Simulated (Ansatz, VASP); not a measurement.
# Rb: VASP beside Ansatz

```xyz
1
Lattice="-2.8060 2.8060 2.8902 2.8060 -2.8060 2.8902 2.8060 2.8060 -2.8902" Properties=species:S:1:pos:R:3 pbc="T T T"
Rb    0.0000    0.0000    0.0000
```

Change from the starting cell: strain +0.000 along x and y, +0.030 along z, atoms carried along.

Alike in both runs: task single point; functional PBEsol; k mesh 12 × 12 × 12; occupations gaussian, width 0.15 eV; no spin polarisation.

|  | VASP | Ansatz |
| --- | --- | --- |
| version | VASP 6.6.1 | Ansatz 0.2.0 |
| potentials or method | VASP PAW PBE potentials, release 64 (Rb_sv), cutoff 520 eV | scalar-relativistic, plane waves, PAW |
| valence electrons in the cell | 9 | 9 |

```csv
,VASP,Ansatz,Ansatz less VASP
gap on the k mesh at the Fermi level (eV),none,none,-
pressure (GPa),-0.1,-0.1,0.00
```

VASP's potentials were made for PBE, not for PBEsol. A gap of «none» marks a metal or a gap that the smearing closes.
